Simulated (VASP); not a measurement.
# BeZn2O3 (I4/mmm) in VASP: notebook, part 2 of 2

VASP 6.6.1. The steps go on from the part before.

### 3 Single point, PBE

This run uses another cell than the first one, of 14.34 Å³/atom, 1.143 times its volume.

INCAR

```
  ALGO = Normal
  EDIFF = 1E-6
  ENCUT = 600
  GGA = PE
  GGA_COMPAT = False
  ISIF = 2
  ISMEAR = 0
  LASPH = True
  LCHARG = False
  LREAL = False
  LWAVE = False
  NBANDS = 31
  NELM = 120
  PREC = Accurate
  SIGMA = 0.15
```

KPOINTS

```
k-points
0
Gamma
  4 4 4
```

POSCAR

```
BeZn2O3
1.0
   -2.1153048445      2.1153048445      4.8078407602
    2.1153048445     -2.1153048445      4.8078407602
    2.1153048445      2.1153048445     -4.8078407602
Be Zn O
1 2 3
Direct
    0.0000000000      0.0000000000      0.0000000000
    0.5000000000      0.0000000000      0.5000000000
    0.0000000000      0.5000000000      0.5000000000
    0.5000000000      0.5000000000      0.0000000000
    0.1453806003      0.1453806003      0.0000000000
    0.8546193997      0.8546193997      0.0000000000
```

Potentials or basis: VASP PAW PBE potentials, release 64 (Be, Zn, O).

Started as:

```console
> cat potpaw_PBE.64/Be/POTCAR potpaw_PBE.64/Zn/POTCAR potpaw_PBE.64/O/POTCAR > POTCAR
> mpirun -np 1 vasp_std > vasp.out
```

OUTCAR:

```text
EDIFF = 1E-6
   ENCUT = 600
   GGA = PE
   ISIF = 2
   ISMEAR = 0
   LASPH = True
   LREAL = False
   NELM = 120
   PREC = Accurate

 ion  position               nearest neighbor table
   1  0.000  0.000  0.000-   5 1.40   6 1.40   2 2.12   3 2.12   3 2.12   2 2.12
   2  0.500  0.000  0.500-   1 2.12   4 2.12   4 2.12   1 2.12   3 2.99   3 2.99   3 2.99   3 2.99

   3  0.000  0.500  0.500-   1 2.12   4 2.12   1 2.12   4 2.12   2 2.99   2 2.99   2 2.99   2 2.99

   4  0.500  0.500  0.000-   2 2.12   3 2.12   2 2.12   3 2.12
   5  0.145  0.145  0.000-   1 1.40
   6  0.855  0.855  0.000-   1 1.40

  LATTYP: Found a body centered tetragonal cell.
 ALAT       =     4.2306096890
 C/A-ratio  =     2.2728831604

  Lattice vectors:

 A1 = (  -2.1153048445,   2.1153048445,   4.8078407602)
 A2 = (   2.1153048445,  -2.1153048445,   4.8078407602)
 A3 = (   2.1153048445,   2.1153048445,  -4.8078407602)

Analysis of symmetry for initial positions (statically):
=====================================================================
 Subroutine PRICEL returns:
[... 170 lines left out ...]
 val. band max:       -1.3558321143   @ k =   0.5000   0.0000  -0.0000
 cond. band min:      -0.6870238490   @ k =   0.0000   0.0000   0.0000
 fundamental gap:      0.6688082652
 Fermi energy:        -0.9845040729

 k-point     1 :       0.0000    0.0000    0.0000
  band No.  band energies     occupation
      1     -18.0589      2.00000
      2     -17.7063      2.00000
      3     -17.3348      2.00000
      4      -7.5660      2.00000
      5      -7.2496      2.00000
      6      -7.0513      2.00000
[... 431 lines left out ...]
     30      11.8844      0.00000
     31      12.2542      0.00000

------------------------ aborting loop because EDIFF is reached ----------------------------------------

  FORCE on cell =-STRESS in cart. coord.  units (eV):
  Direction    XX          YY          ZZ          XY          YZ          ZX
  --------------------------------------------------------------------------------------
  -------------------------------------------------------------------------------------
  Total        0.1785506      0.1785506     -0.1440464      0.0000000     -0.0000000      0.0000000
  in kB        3.3244208      3.3244208     -2.6819890      0.0000000     -0.0000000      0.0000000
  external PRESSURE =       1.3222842 kB  Pullay stress =       0.0000000 kB

 VOLUME and BASIS-vectors are now :
 -----------------------------------------------------------------------------
  energy-cutoff  :      600.00
  volume of cell :       86.05
      direct lattice vectors                 reciprocal lattice vectors
    -2.115304844  2.115304844  4.807840760     0.000000000  0.236372550  0.103996789
     2.115304844 -2.115304844  4.807840760     0.236372550  0.000000000  0.103996789
     2.115304844  2.115304844 -4.807840760     0.236372550  0.236372550  0.000000000

 POSITION                                       TOTAL-FORCE (eV/Angst)
 -----------------------------------------------------------------------------------
      0.00000      0.00000      0.00000        -0.000000     -0.000000     -0.000000
      0.00000      2.11530      0.00000        -0.000000     -0.000000     -0.000000
      2.11530      0.00000      0.00000        -0.000000     -0.000000     -0.000000
      0.00000      0.00000      4.80784        -0.000000     -0.000000     -0.000000
      0.00000      0.00000      1.39793         0.000000      0.000000     -0.060772
      0.00000      0.00000      8.21775        -0.000000     -0.000000      0.060772
 -----------------------------------------------------------------------------------
    total drift:                               -0.000000     -0.000000      0.000000

  FREE ENERGIE OF THE ION-ELECTRON SYSTEM (eV)
  ---------------------------------------------------
  free  energy   TOTEN  =       -24.7623151832 eV

  energy  without entropy=      -24.7622567381  energy(sigma->0) =      -24.76228596
```

OSZICAR:

```text
N       E                     dE             d eps       ncg     rms          rms(c)
DAV:   1     0.428312684986E+03    0.42831E+03   -0.23430E+04   806   0.190E+03
DAV:   2     0.264911143904E+02   -0.40182E+03   -0.37493E+03   878   0.450E+02
DAV:   3    -0.298214345253E+02   -0.56313E+02   -0.55233E+02   939   0.162E+02
DAV:   4    -0.314314168044E+02   -0.16100E+01   -0.16078E+01   876   0.301E+01
DAV:   5    -0.314428579079E+02   -0.11441E-01   -0.11441E-01   960   0.249E+00    0.141E+01
DAV:   6    -0.250452597960E+02    0.63976E+01   -0.15738E+01  1224   0.107E+02    0.951E+00
DAV:   7    -0.249625600056E+02    0.82700E-01   -0.69140E+00   954   0.218E+01    0.490E+00
DAV:   8    -0.248119952289E+02    0.15056E+00   -0.87167E-01   954   0.657E+00    0.251E+00
DAV:   9    -0.247678010515E+02    0.44194E-01   -0.19948E-01   904   0.351E+00    0.705E-01
DAV:  10    -0.247613991885E+02    0.64019E-02   -0.39120E-02   959   0.162E+00    0.235E-01
DAV:  11    -0.247619509704E+02   -0.55178E-03   -0.58749E-03   890   0.511E-01    0.141E-01
DAV:  12    -0.247622874355E+02   -0.33647E-03   -0.85120E-04   841   0.210E-01    0.372E-02
DAV:  13    -0.247623080459E+02   -0.20610E-04   -0.13835E-04   862   0.101E-01    0.149E-02
DAV:  14    -0.247623155515E+02   -0.75055E-05   -0.26065E-05   976   0.460E-02    0.119E-02
DAV:  15    -0.247623151832E+02    0.36828E-06   -0.99354E-06   849   0.222E-02
   1 F= -.24762315E+02 E0= -.24762286E+02  d E =-.584451E-04
```

Wall time 32 s (1 thread of Intel Xeon 6975P-C (Granite Rapids), shared host); peak memory 0.32 GiB.

What came out:

```yaml
Free_energy: -24.7623 eV
Pressure: 0.1 GPa
Largest_force: 0.061 eV/Å
Band_gap_on_the_k_mesh: 0.67 eV, indirect (least direct gap 1.22 eV)
```

Forces on the atoms (eV/Å):
```
Be   0.000  0.000  0.000
Zn   0.000  0.000  0.000
Zn   0.000  0.000  0.000
O    0.000  0.000  0.000
O    0.000  0.000 -0.061
O    0.000  0.000  0.061
```

Levels at points of the mesh, in eV from the valence-band top:
```
           k point  band 18  band 19  band 20  band 21  band 22  band 23  band 24  band 25  band 26  band 27
(0.00, 0.00, 0.00)    -1.32    -1.32    -0.67    -0.55    -0.55     0.67     3.28     6.32     6.32     7.70
(0.50, 0.00, 0.00)    -1.79    -1.69    -0.97    -0.42     0.00     3.42     4.42     5.98     6.74     8.60
(0.50, 0.50, 0.00)    -1.44    -0.96    -0.18    -0.13    -0.08     4.50     5.33     5.35     7.01     8.24
(0.50, 0.50, 0.50)    -1.36    -1.36    -0.83    -0.31    -0.31     1.60     3.04     6.07     6.22     6.22
```

Caveat: the k points lie up to 0.53 Å⁻¹ apart.
